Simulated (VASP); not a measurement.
BiTe4: single point with PBE

The system is BiTe4.

```
Bi Te
1.0
    -2.75754    2.75754    5.21381
     2.75754   -2.75754    5.21381
     2.75754    2.75754   -5.21381
Bi Te
1 4
Direct
  0.00000 0.00000 0.00000
  0.24500 0.24500 0.00000
  0.75500 0.75500 0.00000
  0.50000 0.00000 0.50000
  0.00000 0.50000 0.50000
```

The cell was generated, and may not be a known phase.

| Quantity | Value |
| --- | --- |
| Program | VASP 6.6.1 |
| Task | single point |
| Functional | PBE |
| Potentials or basis | VASP PAW PBE potentials, release 64 (Bi_d, Te) |
| Cutoff | 520 eV |
| k mesh | 4 × 4 × 4 |
| Occupations | gaussian, width 0.1 eV |
| Spin | no spin polarisation |

```json
{
 "Pressure": "15.0 GPa",
 "Largest force": "4.705 eV/Å",
 "Band gap on the k mesh": "zero (an odd number of electrons rules out a gap without spin polarisation)"
}
```

Forces on the atoms (eV/Å):
```
Bi   0.000  0.000  0.000
Te   0.000  0.000  4.705
Te   0.000  0.000 -4.705
Te   0.000  0.000  0.000
Te   0.000  0.000  0.000
```

Stress tensor (GPa, compression positive):
```
12.55  0.00  0.00
 0.00 12.55  0.00
 0.00  0.00 19.83
```

Levels at points of the mesh, in eV from the Fermi level:
```tsv
k point	band 15	band 16	band 17	band 18	band 19	band 20	band 21	band 22	band 23	band 24
(0.00, 0.00, 0.00)	-2.52	-1.46	-1.30	-1.30	0.44	0.54	1.01	1.01	3.92	5.16
(0.50, 0.00, 0.00)	-2.33	-1.27	-0.91	-0.57	-0.55	-0.29	-0.16	1.48	2.05	5.44
(0.50, 0.50, 0.00)	-1.57	-0.75	-0.69	0.02	0.53	0.66	0.78	1.05	1.76	2.14
(0.50, 0.50, 0.50)	-1.71	-1.44	-0.76	-0.50	-0.33	-0.33	-0.10	-0.10	4.43	4.43
```

It took 86 s on 1 thread of Intel(R) Xeon(R) 6975P-C (Granite Rapids), with other jobs on the host, peak memory 0.35 GiB.

Caveat: the stress differs along the axes, from 13 to 20 GPa; spin-orbit coupling is left out, which moves the levels of the heavy elements; an odd number of electrons without spin polarisation forces a metal; a magnetic or distorted state may lie lower.
